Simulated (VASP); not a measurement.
# Ta (Im-3m) in VASP: notebook

Runs on Ta. Level: PBE. Tasks: single point.

Everything below comes from runs of VASP 6.6.1. Logs are shortened: lines on timing, memory, paths and dates and some standing lists are left out, and cuts for length are marked.

**1. The cell of the first run**

It takes space group Im-3m (No. 229, cubic). The conventional cell has a = 3.303 Å, b = 3.303 Å, c = 3.303 Å, α = 90.00°, β = 90.00°, γ = 90.00°. Within 3.8 Å of Ta (site symmetry m-3m) lie 14 Ta at 2.86 to 3.30 Å.

**2. Single point, PBE**

The input, INCAR:

```
SYSTEM = Ta
ALGO = Normal
EDIFF = 1E-6
ENCUT = 500
GGA = PE
GGA_COMPAT = .FALSE.
ISIF = 2
ISMEAR = 1
LASPH = .TRUE.
LCHARG = .TRUE.
LELF = .TRUE.
LREAL = .FALSE.
LVHAR = .TRUE.
LWAVE = .FALSE.
NBANDS = 12
NELM = 120
PREC = Accurate
SIGMA = 0.15
```

The input, KPOINTS:

```
k-points
0
G
  14 14 14
  0 0 0
```

The input, POSCAR:

```
Ta
1.0
   -1.6512800000      1.6512800000      1.6512800000
    1.6512800000     -1.6512800000      1.6512800000
    1.6512800000      1.6512800000     -1.6512800000
Ta
1
Direct
    0.0000000000      0.0000000000      0.0000000000
```

Potentials or basis: VASP PAW PBE potentials, release 64 (Ta_pv).

Run with:

```
cat potpaw_PBE.64/Ta_pv/POTCAR > POTCAR
mpirun -np 1 vasp_std > vasp.out
```

OUTCAR:

```text
SYSTEM = Ta
   EDIFF = 1E-6
   ENCUT = 500
   GGA = PE
   ISIF = 2
   ISMEAR = 1
   LASPH = .TRUE.
   LREAL = .FALSE.
   NELM = 120
   PREC = Accurate

 ion  position               nearest neighbor table
   1  0.000  0.000  0.000-

  LATTYP: Found a body centered cubic cell.
 ALAT       =     3.3025600000

  Lattice vectors:

 A1 = (  -1.6512800000,   1.6512800000,   1.6512800000)
 A2 = (   1.6512800000,  -1.6512800000,   1.6512800000)
 A3 = (   1.6512800000,   1.6512800000,  -1.6512800000)

Analysis of symmetry for initial positions (statically):
=====================================================================
 Subroutine PRICEL returns:
 Original cell was already a primitive cell.

 Routine SETGRP: Setting up the symmetry group for a
 body centered cubic supercell.

 Subroutine GETGRP returns: Found 48 space group operations
 (whereof 48 operations were pure point group operations)
 out of a pool of 48 trial point group operations.

The static configuration has the point symmetry O_h .

Analysis of symmetry for dynamics (positions and initial velocities):
=====================================================================
 Subroutine PRICEL returns:
 Original cell was already a primitive cell.

 Routine SETGRP: Setting up the symmetry group for a
 body centered cubic supercell.

 Subroutine GETGRP returns: Found 48 space group operations
 (whereof 48 operations were pure point group operations)
 out of a pool of 48 trial point group operations.

The dynamic configuration has the point symmetry O_h .

 Subroutine INISYM returns: Found 48 space group operations
 (whereof 48 operations are pure point group operations),
 and found     1 'primitive' translations

----------------------------------------------------------------------------------------

                                     Primitive cell

  volume of cell :      18.0104

  direct lattice vectors                    reciprocal lattice vectors
    -1.651280000  1.651280000  1.651280000     0.000000000  0.302795407  0.302795407
     1.651280000 -1.651280000  1.651280000     0.302795407  0.000000000  0.302795407
     1.651280000  1.651280000 -1.651280000     0.302795407  0.302795407  0.000000000

  length of vectors
     2.860100858  2.860100858  2.860100858     0.428217371  0.428217371  0.428217371

  position of ions in fractional coordinates (direct lattice)
     0.000000000  0.000000000  0.000000000

  ion indices of the primitive-cell ions
   primitive index   ion index
                 1           1

----------------------------------------------------------------------------------------

 KPOINTS: k-points

Automatic generation of k-mesh.
 Grid dimensions read from file:
 generate k-points for:   14   14   14

 Generating k-lattice:

  Cartesian coordinates                     Fractional coordinates (reciprocal lattice)
     0.000000000  0.021628243  0.021628243     0.071428571  0.000000000  0.000000000
     0.021628243  0.000000000  0.021628243     0.000000000  0.071428571  0.000000000
     0.021628243  0.021628243  0.000000000     0.000000000  0.000000000  0.071428571

  Length of vectors
     0.030586955  0.030586955  0.030586955

  Shift w.r.t. Gamma in fractional coordinates (k-lattice)
     0.000000000  0.000000000  0.000000000

 Subroutine IBZKPT returns following result:
 ===========================================

 Found    104 irreducible k-points:

 Following reciprocal coordinates:
            Coordinates               Weight
  0.000000  0.000000  0.000000      1.000000
  0.071429  0.000000  0.000000     12.000000
  0.142857  0.000000  0.000000     12.000000
  0.214286  0.000000  0.000000     12.000000
  0.285714  0.000000  0.000000     12.000000
  0.357143  0.000000  0.000000     12.000000
[... 16 lines left out ...]
  0.285714  0.285714  0.000000     24.000000
  0.357143  0.285714  0.000000     24.000000
 [... further k-points ...]
   k-points           NKPTS =    104   k-points in BZ     NKDIM =    104   number of bands    NBANDS=     12
   number of dos      NEDOS =    301   number of ions     NIONS =      1
   total plane-waves  NPLWV =  13824
   dimension x,y,z NGX =    24 NGY =   24 NGZ =   24
   dimension x,y,z NGXF=    48 NGYF=   48 NGZF=   48
   ions per type =               1
   NGX,Y,Z   is equivalent  to a cutoff of  13.95, 13.95, 13.95 a.u.
   NGXF,Y,Z  is equivalent  to a cutoff of  27.90, 27.90, 27.90 a.u.
 SYSTEM =  Ta
   PREC   = accura    normal or accurate (medium, high low for compatibility)
   ISTART =      0    job   : 0-new  1-cont  2-samecut
   ICHARG =      2    charge: 1-file 2-atom 10-const
   ISPIN  =      1    spin polarized calculation?
   LNONCOLLINEAR =      F non collinear calculations
   LSORBIT =      F    spin-orbit coupling
   LASPH  =      T    aspherical Exc in radial PAW
   ENCUT  =  500.0 eV  36.75 Ry    6.06 a.u.   5.21  5.21  5.21*2*pi/ulx,y,z
   NELM   =    120;   NELMIN=  2; NELMDL= -5     # of ELM steps
   EDIFF  = 0.1E-05   stopping-criterion for ELM
   LREAL  =      F    real-space projection
   EDIFFG = 0.1E-04   stopping-criterion for IOM
   NSW    =      0    number of steps for IOM
   IBRION =     -1    ionic relax: 0-MD 1-quasi-New 2-CG
   NFREE  =      0    steps in history (QN), initial steepest desc. (CG)
   ISIF   =      2    stress and relaxation
   ISYM   =      2    0-nonsym 1-usesym 2-fastsym
   POTIM  = 0.5000    time-step for ionic-motion
   TEBEG  =    0.0;   TEEND  =   0.0 temperature during run
   PSTRESS=    0.0 pullay stress
   NELECT =      11.0000    total number of electrons
   NUPDOWN=      -1.0000    fix difference up-down
   EMIN   =  10.00;   EMAX   =-10.00  energy-range for DOS
   EFERMI =   0.00;   METHOD = LEGACY
   ISMEAR =     1;   SIGMA  =   0.15  broadening in eV -4-tet -1-fermi 0-gaus
   EFERMI_NEDOS =   21; number of points for ismear=-14 and -15
   IALGO  =     38    algorithm
   IMIX   =      4    mixing-type and parameters
     AMIX     =   0.40;   BMIX     =  1.00
     AMIX_MAG =   1.60;   BMIX_MAG =  1.00
  volume/ion in A,a.u.               =      18.01       121.54
  Fermi-wavevector in a.u.,A,eV,Ry     =   1.388988  2.624806 26.249534  1.929286
  Thomas-Fermi vector in A             =   2.513061
   LORBIT       =      0    0 simple, 1 ext, 2 COOP (PROOUT), +10 PAW based schemes
   GGA     = PE    functional components
   LHFCALC =     F    Hartree Fock is set to
   AEXX    =    0.0000 exact exchange contribution
   IVDW    =     0    specifies the selected vdW correction
   LEPSILON=     F    determine dielectric tensor
   LRPA    =     F    only Hartree local field effects (RPA)
 non-spin polarized calculation
 Methfessel and Paxton  Order N= 1 SIGMA  =   0.15
  energy-cutoff  :      500.00
  volume of cell :       18.01
 maximum number of plane-waves:       472
 NGX is ok and might be reduce to    24
   NGX = 11   NGY = 11   NGZ = 11

 number of electron      11.0000002 magnetization

 Free energy of the ion-electron system (eV)
  ---------------------------------------------------
  ext. energy  EPLUGINS =         0.00000000
  ---------------------------------------------------
  free energy    TOTEN  =       -11.81614374 eV

  energy without entropy =      -11.81779971  energy(sigma->0) =      -11.81669573

 E-fermi :   5.4719     XC(G=0): -12.6193

 val. band max:        5.4456030026   @ k =  -0.3571   0.4286   0.1429
 cond. band min:       5.5012242538   @ k =   0.0714   0.0714   0.0714
 fundamental gap:      0.0556212512
 Fermi energy:         5.4718763219

 k-point     1 :       0.0000    0.0000    0.0000
  band No.  band energies     occupation
      1     -27.5894      2.00000
      2     -27.5894      2.00000
      3     -27.5894      2.00000
      4      -2.4298      2.00000
      5       6.2191     -0.00000
      6       6.2191     -0.00000
      7       6.2191     -0.00000
      8       9.4930      0.00000
      9       9.4930      0.00000
     10      20.1784      0.00000
     11      20.4985      0.00000
     12      20.4985      0.00000

 k-point     2 :       0.0714    0.0000    0.0000
  band No.  band energies     occupation
      1     -27.6526      2.00000
      2     -27.6088      2.00000
      3     -27.5897      2.00000
      4      -2.2021      2.00000
      5       6.0715     -0.00000
      6       6.1741     -0.00000
      7       6.4424     -0.00000
      8       9.2594      0.00000
      9       9.4937      0.00000
     10      20.1785      0.00000
     11      20.7016      0.00000
     12      20.8975      0.00000

 k-point     3 :       0.1429    0.0000    0.0000
  band No.  band energies     occupation
      1     -27.8265      2.00000
      2     -27.6629      2.00000
      3     -27.5907      2.00000
      4      -1.5589      2.00000
      5       5.6854     -0.06174
      6       5.9652     -0.00003
      7       7.1010     -0.00000
      8       8.8818      0.00000
      9       9.5157      0.00000
     10      20.1779      0.00000
     11      21.1285      0.00000
     12      22.0322      0.00000

 k-point     4 :       0.2143    0.0000    0.0000
  band No.  band energies     occupation
      1     -28.0700      2.00000
      2     -27.7401      2.00000
      3     -27.5921      2.00000
      4      -0.6310      2.00000
      5       5.1858      2.02134
      6       5.5696      0.11635
      7       8.1593     -0.00000
      8       8.8125      0.00000
      9       9.6013      0.00000
     10      20.1763      0.00000
     11      21.0884      0.00000
     12      22.8513      0.00000

 k-point     5 :       0.2857    0.0000    0.0000
  band No.  band energies     occupation
      1     -28.3302      2.00000
      2     -27.8245      2.00000
      3     -27.5937      2.00000
      4       0.3172      2.00000
      5       4.6927      2.00000
      6       5.3279      2.04082
      7       9.0500      0.00000
      8       9.5484      0.00000
      9       9.7801      0.00000
     10      20.0757      0.00000
     11      20.1683      0.00000
     12      21.3360      0.00000
[... 228 lines left out ...]
      1     -28.5670      2.00000
      2     -28.0765      2.00000
      3     -27.7090      2.00000
      4       2.2736      2.00000
      5       4.0943      2.00000
      6       5.0178      2.00016
      7       9.1018      0.00000
      8      10.3368      0.00000
      9      13.7059      0.00000
     10      16.8516      0.00000
     11      20.1816      0.00000
     12      20.3096      0.00000

 k-point    22 :       0.3571    0.2143   -0.0000
  band No.  band energies     occupation
      1     -28.5988      2.00000
      2     -28.1530      2.00000
      3     -27.7156      2.00000
      4       2.3878      2.00000
      5       4.1032      2.00000
      6       5.3373      2.02172
      7       9.2776      0.00000
      8      10.5197      0.00000
      9      15.0259      0.00000
     10      15.4795      0.00000
     11      19.2880      0.00000
     12      20.1841      0.00000

 k-point    23 :       0.2857    0.2857    0.0000
  band No.  band energies     occupation
      1     -28.5351      2.00000
      2     -28.2236      2.00000
      3     -27.7302      2.00000
      4       2.7890      2.00000
      5       4.0858      2.00000
      6       4.9149      2.00000
      7       9.4804      0.00000
      8      10.2619      0.00000
      9      15.2009      0.00000
     10      15.4630      0.00000
     11      19.3337      0.00000
     12      20.1834      0.00000

 k-point    24 :       0.3571    0.2857    0.0000
  band No.  band energies     occupation
      1     -28.4902      2.00000
      2     -28.3109      2.00000
      3     -27.7364      2.00000
      4       2.9304      2.00000
      5       4.2301      2.00000
      6       4.7813      2.00000
      7       9.7119      0.00000
      8      10.2857      0.00000
      9      14.4342      0.00000
     10      16.5768      0.00000
     11      18.3679      0.00000
     12      20.1831      0.00000

 [... further k-points ...]
[... 5 lines left out ...]
  --------------------------------------------------------------------------------------
  -------------------------------------------------------------------------------------
  Total        0.3616368      0.3616368      0.3616368      0.0000000     -0.0000000      0.0000000
  in kB       32.1707386     32.1707386     32.1707386      0.0000000     -0.0000000      0.0000000
  external PRESSURE =      32.1707386 kB  Pullay stress =       0.0000000 kB

 VOLUME and BASIS-vectors are now :
 -----------------------------------------------------------------------------
  energy-cutoff  :      500.00
  volume of cell :       18.01
      direct lattice vectors                 reciprocal lattice vectors
    -1.651280000  1.651280000  1.651280000     0.000000000  0.302795407  0.302795407
     1.651280000 -1.651280000  1.651280000     0.302795407  0.000000000  0.302795407
     1.651280000  1.651280000 -1.651280000     0.302795407  0.302795407  0.000000000

 POSITION                                       TOTAL-FORCE (eV/Angst)
 -----------------------------------------------------------------------------------
      0.00000      0.00000      0.00000         0.000000      0.000000     -0.000000
 -----------------------------------------------------------------------------------
    total drift:                                0.000000      0.000000      0.000000

  FREE ENERGIE OF THE ION-ELECTRON SYSTEM (eV)
  ---------------------------------------------------
  free  energy   TOTEN  =       -11.8161437406 eV

  energy  without entropy=      -11.8177997115  energy(sigma->0) =      -11.81669573
```

Wall time 14 s (1 thread of AMD EPYC 7R13 (Zen 3), shared host); peak memory 0.12 GiB.

What came out:

```yaml
Free_energy: -11.8161 eV
Pressure: 3.2 GPa
```

Caveat: spin-orbit coupling is left out, which moves the levels of the heavy elements.

**3. Single point, PBE**

This run uses another cell than the first one, of 18.73 Å³/atom, 1.040 times its volume.

The input, INCAR:

```
SYSTEM = Ta
PREC = Accurate ; ENCUT = 500
EDIFF = 1E-6 ; ISMEAR = 1
SIGMA = 0.15 ; LREAL = .FALSE.
LASPH = .TRUE. ; NELM = 120
ALGO = Normal ; ISIF = 2
LWAVE = .FALSE. ; LCHARG = .FALSE.
GGA = PE ; NBANDS = 12
GGA_COMPAT = .FALSE.
```

The input, KPOINTS:

```
regular mesh
0
G
  14 14 14
  0 0 0
```

The input, POSCAR:

```
Ta
1.0
   -1.6730098603      1.6730098603      1.6730098603
    1.6730098603     -1.6730098603      1.6730098603
    1.6730098603      1.6730098603     -1.6730098603
Ta
1
Direct
    0.0000000000      0.0000000000      0.0000000000
```

Potentials or basis: VASP PAW PBE potentials, release 64 (Ta_pv).

Run with:

```
cat potpaw_PBE.64/Ta_pv/POTCAR > POTCAR
mpirun -np 1 vasp_std > vasp.out
```

Wall time 13 s (1 thread of AMD EPYC 7R13 (Zen 3), shared host); peak memory 0.12 GiB.

Results (log left out):

```yaml
Free_energy: -11.8125 eV
Pressure: -4.7 GPa
```

Levels at points of the mesh, in eV from the Fermi level:
| k point | band 2 | band 3 | band 4 | band 5 | band 6 | band 7 | band 8 | band 9 |
| --- | --- | --- | --- | --- | --- | --- | --- | --- |
| (0.00, 0.00, 0.00) | -33.24 | -33.24 | -7.78 | 0.72 | 0.72 | 0.72 | 3.86 | 3.86 |
| (0.50, 0.00, 0.00) | -33.57 | -33.24 | -4.22 | -1.44 | 1.40 | 3.71 | 4.70 | 7.41 |
| (0.50, 0.50, 0.50) | -33.96 | -33.96 | -3.59 | -3.59 | 6.51 | 6.51 | 6.51 | 8.29 |

Caveat: spin-orbit coupling is left out, which moves the levels of the heavy elements.

**4. Single point, PBE**

This run uses another cell than the first one, of 19.45 Å³/atom, 1.080 times its volume.

The input, INCAR:

```
SYSTEM = Ta
ALGO = Normal
EDIFF = 1E-6
ENCUT = 500
GGA = PE
GGA_COMPAT = .False.
ISIF = 2
ISMEAR = 1
LASPH = .True.
LCHARG = .True.
LELF = .True.
LREAL = .False.
LVHAR = .True.
LWAVE = .False.
NBANDS = 12
NELM = 120
PREC = Accurate
SIGMA = 0.15
```

The input, KPOINTS:

```
k-points
0
Gamma
  14 14 14
  0 0 0
```

The input, POSCAR:

```
Ta
1.0
   -1.6941894487      1.6941894487      1.6941894487
    1.6941894487     -1.6941894487      1.6941894487
    1.6941894487      1.6941894487     -1.6941894487
Ta
1
Direct
    0.0000000000      0.0000000000      0.0000000000
```

Run with:

```
cat potpaw_PBE.64/Ta_pv/POTCAR > POTCAR
mpirun -np 1 vasp_std > vasp.out
```

It took 14 s on 1 thread of AMD EPYC 7R13 (Zen 3), shared host; peak memory 0.12 GiB.

It converged, with:

- Free energy: -11.7765 eV
- Pressure: -11.1 GPa

Levels at points of the mesh, in eV from the Fermi level:
```csv
k point,band 1,band 2,band 3,band 4,band 5,band 6,band 7,band 8,band 9,band 10
"(0.00, 0.00, 0.00)",-33.40,-33.40,-33.40,-7.65,0.70,0.70,0.70,3.70,3.70,14.41
"(0.50, 0.00, 0.00)",-34.31,-33.70,-33.40,-4.08,-1.36,1.24,3.54,4.48,7.04,10.50
"(0.50, 0.50, 0.50)",-34.04,-34.04,-34.04,-3.40,-3.40,6.20,6.20,6.20,7.96,7.96
```

Caveat: spin-orbit coupling is left out, which moves the levels of the heavy elements.

**5. The runs side by side**

| cell | gap on the mesh (eV) | pressure (GPa) |
| --- | --- | --- |
| a = 2.860 Å, angles 109.5°, 1 atom | none | 3.2 |
| a = 2.898 Å, angles 109.5°, 1 atom | none | -4.7 |
| a = 2.934 Å, angles 109.5°, 1 atom | none | -11.1 |

Alike in all rows: task single point; level PBE; potentials or basis VASP PAW PBE potentials, release 64 (Ta_pv); no spin polarisation; k mesh 14 × 14 × 14; cutoff (eV) 500; smearing methfessel-paxton 0.15 eV.

Caveats: spin-orbit coupling is left out, which moves the levels of the heavy elements.

Absolute energies hang on the potentials; compare differences alone.
